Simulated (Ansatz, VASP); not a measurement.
TeRu in VASP and in Ansatz

```
CELL_PARAMETERS angstrom
0.00000 2.74619 2.74619
2.74619 0.00000 2.74619
2.74619 2.74619 0.00000
ATOMIC_POSITIONS crystal
Ru 0.50000 0.50000 0.50000
Te 0.00000 0.00000 0.00000
```

Alike in both runs: task single point; functional r2SCAN; k mesh 12 × 12 × 12; occupations gaussian, width 0.05 eV; no spin polarisation.

```csv
,VASP,Ansatz
version,VASP 6.6.1,Ansatz 0.2.0
potentials or method,"VASP PAW PBE potentials, release 64 (Ru_pv, Te), cutoff 520 eV","scalar-relativistic, plane waves, PAW"
valence electrons in the cell,20,32
```

|  | VASP | Ansatz | Ansatz less VASP |
| --- | --- | --- | --- |
| gap on the k mesh at the Fermi level (eV) | none | none | - |
| pressure (GPa) | -4.6 | -4.6 | 0.00 |

VASP's potentials were made for PBE, not for r2SCAN. A gap of «none» marks a metal or a gap that the smearing closes. With one functional, cell and mesh, what is left measures potentials, basis and numerics. VASP's potentials hold 20 valence electrons a cell and Ansatz's 32, so a difference there can come from the potentials and not from the codes.

Neither program's run includes spin-orbit coupling.
